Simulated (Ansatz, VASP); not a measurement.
One calculation of C, two programs

File INCAR:

```
SYSTEM = C
PREC = Accurate ; ENCUT = 520
EDIFF = 1E-6 ; ISMEAR = 0
SIGMA = 0.05 ; LREAL = .False.
LASPH = .True. ; NELM = 80
ALGO = Normal ; ISIF = 2
LWAVE = .False. ; LCHARG = .False.
GGA = PE ; NBANDS = 31
```

File KPOINTS:

```
Automatic mesh
0
Gamma
  12 12 12
  0 0 0
```

Contents of POSCAR:

```
C
1.0
    1.2976000000      0.7491697093     10.6434666667
   -1.2976000000      0.7491697093     10.6434666667
    0.0000000000     -1.4983394186     10.6434666667
C
10
Direct
    0.0248257000      0.0248257000      0.0248257000
    0.9751743000      0.9751743000      0.9751743000
    0.1086810650      0.1086810650      0.1086810650
    0.8913189350      0.8913189350      0.8913189350
    0.1583663742      0.1583663742      0.1583663742
    0.8416336258      0.8416336258      0.8416336258
    0.3748589682      0.3748589682      0.3748589682
    0.6251410318      0.6251410318      0.6251410318
    0.4253192967      0.4253192967      0.4253192967
    0.5746807033      0.5746807033      0.5746807033
```

Input for Ansatz:

```yaml
crystal:
  lattice:
    - [1.2976, 0.7491697093, 10.6434666667]
    - [-1.2976, 0.7491697093, 10.6434666667]
    - [0.0, -1.4983394186, 10.6434666667]
  atoms:
    - { symbol: C, position: [0.0248257, 0.0248257, 0.0248257] }
    - { symbol: C, position: [0.9751743, 0.9751743, 0.9751743] }
    - { symbol: C, position: [0.108681065, 0.108681065, 0.108681065] }
    - { symbol: C, position: [0.891318935, 0.891318935, 0.891318935] }
    - { symbol: C, position: [0.1583663742, 0.1583663742, 0.1583663742] }
    - { symbol: C, position: [0.8416336258, 0.8416336258, 0.8416336258] }
    - { symbol: C, position: [0.3748589682, 0.3748589682, 0.3748589682] }
    - { symbol: C, position: [0.6251410318, 0.6251410318, 0.6251410318] }
    - { symbol: C, position: [0.4253192967, 0.4253192967, 0.4253192967] }
    - { symbol: C, position: [0.5746807033, 0.5746807033, 0.5746807033] }
basis:
  ecutwfc: 520.0
kpoints:
  mp_grid: { grid: [12, 12, 12] }
hamiltonian:
  xc: pbe
  pseudopotentials: { kind: paw, azcp: { folder: soft_1 } }
scf:
  occupations: { method: gaussian, width: 0.05 }
output:
  forces: true
  stress: true
  eigenvalues: true
```

Alike in both runs: task single point; functional PBE; k mesh 12 × 12 × 12; occupations gaussian, width 0.05 eV; no spin polarisation.

|  | VASP | Ansatz |
| --- | --- | --- |
| version | VASP 6.6.1 | Ansatz 0.2.0 |
| potentials or method | VASP PAW PBE potentials, release 64 (C), cutoff 520 eV | scalar-relativistic, plane waves, PAW |
| valence electrons in the cell | 40 | 40 |

|  | VASP | Ansatz | Ansatz less VASP |
| --- | --- | --- | --- |
| gap on the k mesh at the Fermi level (eV) | 4.24 | 4.25 | +0.008 |
| least direct gap on the mesh (eV) | 5.11 | 5.11 | +0.005 |
| rms of the force components (eV/Å) | 0.020 | 0.021 | +0.0008 |

Atom by atom the forces differ by 0.001 eV/Å (rms over components).
